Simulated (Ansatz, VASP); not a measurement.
**Ni: VASP beside Ansatz**

Contents of INCAR:

```
PREC = Accurate
ENCUT = 520
EDIFF = 1E-8
ISMEAR = -1
SIGMA = 0.05
LREAL = F
LASPH = T
NELM = 150
ALGO = Normal
ISIF = 2
LWAVE = F
LCHARG = F
ISPIN = 2
MAGMOM = 1.5
LORBIT = 11
LMAXMIX = 4
GGA = CA
LEFG = T
NBANDS = 15
```

Contents of KPOINTS:

```
regular mesh
0
Gamma
  20 20 20
```

The input POSCAR:

```
Ni
1.0
    0.0000000000      1.7912151680      1.7912151680
    1.7912151680      0.0000000000      1.7912151680
    1.7912151680      1.7912151680      0.0000000000
Ni
1
Direct
    0.0000000000      0.0000000000      0.0000000000
```

Input for Ansatz:

```yaml
crystal:
  lattice:
    - [0.0, 1.791215168, 1.791215168]
    - [1.791215168, 0.0, 1.791215168]
    - [1.791215168, 1.791215168, 0.0]
  atoms:
    - { symbol: Ni, position: [0.0, 0.0, 0.0], spin: 1.5 }
magnetization:
  spin_polarized: true
kpoints:
  mp_grid: { grid: [20, 20, 20] }
scf:
  occupations: { method: fermi_dirac, width: 0.05 }
hamiltonian:
  xc: lda
  pseudopotentials: { kind: paw }
output:
  forces: true
  stress: true
  eigenvalues: true
  efg: { contact_densities: true }
```

Change from the starting cell: volume scaled by 1.04, PAW files.

Alike in both runs: task electric field gradients; functional LDA; k mesh 20 × 20 × 20; occupations fermi-dirac, width 0.05 eV; collinear spin.

|  | VASP | Ansatz |
| --- | --- | --- |
| version | VASP 6.6.1 | Ansatz 0.2.0 |
| potentials or method | VASP PAW LDA potentials, release 64 (Ni) | PAW with Ansatz's default frozen-core files, scalar-relativistic |
| plane-wave cutoff (eV) | 520 | 420 |
| valence electrons in the cell | 10 | 18 |

```tsv
	VASP	Ansatz	Ansatz less VASP
pressure (GPa)	-24.6	-24.9	-0.28
net moment per atom (μB)	0.62	0.63	+0.016
size of the moment on the site where the two differ most (μB)	0.62	0.66	+0.039
```

LDA's correlation is that of Perdew and Zunger in VASP and of Perdew and Wang (1992) in Ansatz. Site moments also hang on the region over which each program counts them. VASP's potentials hold 10 valence electrons a cell and Ansatz's 18, so a difference there can come from the potentials and not from the codes.
